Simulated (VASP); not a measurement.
Set up this calculation in VASP 6.6.1, as the native input.

| Property | Result |
| --- | --- |
| Task | single point |
| Functional | PBE |
| Potentials or basis | VASP PAW PBE potentials, release 64 (Al, H) |
| Cutoff | 520 eV |
| k mesh | 5 × 3 × 1 |
| Occupations | gaussian, width 0.1 eV |
| Spin | no spin polarisation |
| Dipole correction | yes |
| Further INCAR settings | LREAL = Auto; ALGO = Normal; EDIFF = 1e-07; NBANDS = 44 |

The structure of Al9H lies in POSCAR:

```
Al9H
1.0
    5.7070863109      0.0000000000      0.0000000000
   -1.4267715777      9.7014842373      0.0000000000
    0.0000000000      0.0000000000     22.7903703632
Al H
18 2
Direct
    0.2662216041      0.0648864163      0.1755127247
    0.7662216041      0.0648864163      0.1755127247
    0.3354806058      0.3419224231      0.2192029853
    0.8354806058      0.3419224231      0.2192029853
    0.1493324061      0.5973296244      0.2279410374
    0.6493324061      0.5973296244      0.2279410374
    0.4631842064      0.8527368258      0.2366790895
    0.9631842064      0.8527368258      0.2366790895
    0.0319772084      0.1277109167      0.2808262503
    0.5319772084      0.1277109167      0.2808262503
    0.0997917590      0.4042231279      0.3301071124
    0.5997917590      0.4042231279      0.3301071124
    0.4144000530      0.6596656505      0.3369822082
    0.9144000530      0.6596656505      0.3369822082
    0.2263076920      0.9110819249      0.3449259127
    0.7263076920      0.9110819249      0.3449259127
    0.2962427236      0.1814071990      0.3857054635
    0.7962427236      0.1814071990      0.3857054635
    0.4105999071      0.9110819249      0.4616147169
    0.5420154770      0.9110819249      0.4616147169
```

The input as run:

INCAR

```
SYSTEM = Al9H
  ALGO = Normal
  DIPOL = 0.5 0.5 0.300
  EDIFF = 1E-7
  ENCUT = 520
  GGA = PE
  IDIPOL = 3
  ISIF = 2
  ISMEAR = 0
  LASPH = .TRUE.
  LCHARG = .TRUE.
  LDIPOL = .TRUE.
  LELF = .TRUE.
  LREAL = Auto
  LVACPOTAV = .TRUE.
  LVHAR = .TRUE.
  LWAVE = .FALSE.
  NBANDS = 44
  NELM = 100
  PREC = Accurate
  SIGMA = 0.1
```

KPOINTS

```
k-points
0
G
  5 3 1
  0 0 0
```

Potentials or basis: VASP PAW PBE potentials, release 64 (Al, H).

The run is started by

```sh
$ cat potpaw_PBE.64/Al/POTCAR potpaw_PBE.64/H/POTCAR > POTCAR
$ mpirun -np 1 vasp_std > vasp.out
```

It gave:

- Largest force: 0.223 eV/Å
- Band gap on the k mesh: zero (bands 28 and 29 overlap by 0.74 eV)

It took 37 min on 1 thread of Intel Xeon 8259CL, with other jobs on the host, peak memory 1.2 GiB.
